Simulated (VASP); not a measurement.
Set up this calculation in VASP 6.6.1, as the native input.

- Task: relaxation of cell and atoms
- Functional: r2SCAN
- Potentials or basis: VASP PAW PBE potentials, release 64 (Ti_sv, C)
- Cutoff: 600 eV
- k mesh: 16 × 16 × 16
- Occupations: gaussian, width 0.1 eV
- Spin: no spin polarisation
- Target pressure: 20 GPa
- Dipole correction: no
- Further INCAR settings: ALGO = Normal; EDIFF = 1e-07; IBRION = 2; EDIFFG = -0.008; NSW = 70; ISIF = 3

Crystal: TiC.

```xyz
2
Lattice="0.0000 2.1157 2.1157 2.1157 0.0000 2.1157 2.1157 2.1157 0.0000" Properties=species:S:1:pos:R:3 pbc="T T T"
Ti    0.0000    0.0000    0.0000
C     2.1157    2.1157    2.1157
```

One way to write it, as run:

POSCAR

```
TiC
1.0
    0.0000000000      2.1156693850      2.1156693850
    2.1156693850      0.0000000000      2.1156693850
    2.1156693850      2.1156693850      0.0000000000
Ti C
1 1
Direct
    0.0000000000      0.0000000000      0.0000000000
    0.5000000000      0.5000000000      0.5000000000
```

INCAR.step1

```
PREC = Accurate
ENCUT = 600
ISMEAR = 0
SIGMA = 0.1
LREAL = F
LASPH = T
NELM = 100
GGA = PE
ALGO = Normal
EDIFF = 1E-4
LWAVE = T
LCHARG = F
```

INCAR.step2

```
PREC = Accurate
ENCUT = 600
EDIFF = 1E-7
ISMEAR = 0
SIGMA = 0.1
LREAL = F
LASPH = T
NELM = 100
ALGO = Normal
ISIF = 3
LWAVE = F
LCHARG = F
METAGGA = R2SCAN
LMIXTAU = T
IBRION = 2
NSW = 70
EDIFFG = -0.008
PSTRESS = 200.0
ISTART = 1
```

KPOINTS

```
Automatic mesh
0
Gamma
  16 16 16
```

Potentials or basis: VASP PAW PBE potentials, release 64 (Ti_sv, C).

Run with:

```sh
$ cat potpaw_PBE.64/Ti_sv/POTCAR potpaw_PBE.64/C/POTCAR > POTCAR
$ cp INCAR.step1 INCAR
$ mpirun -np 1 vasp_std > vasp.out
$ cp INCAR.step2 INCAR
$ mpirun -np 1 vasp_std > vasp.out
```

Results of the run:

The relaxed volume is 9.51 Å³/atom. The relaxed cell is a = 2.996 Å, b = 2.996 Å, c = 2.996 Å, α = 60.00°, β = 60.00°, γ = 60.00°, the space group after relaxing (to 0.1 Å) is Fm-3m (No. 225) and the energy change on relaxing (the run minimises the enthalpy) is -4.7 meV/atom. The ionic steps are 3. The pressure after relaxing is 20.0 GPa and the band gap on the k mesh is zero (bands 8 and 9 overlap by 1.36 eV).

Caveat: the cell is relaxed towards a set pressure, so the run minimises the enthalpy, not the energy; the PAW data sets were made with another functional, which shifts forces and pressure a little.

Run time: 9.3 min on 1 thread of Intel Xeon 8259CL, with other jobs on the host, peak memory 0.19 GiB.
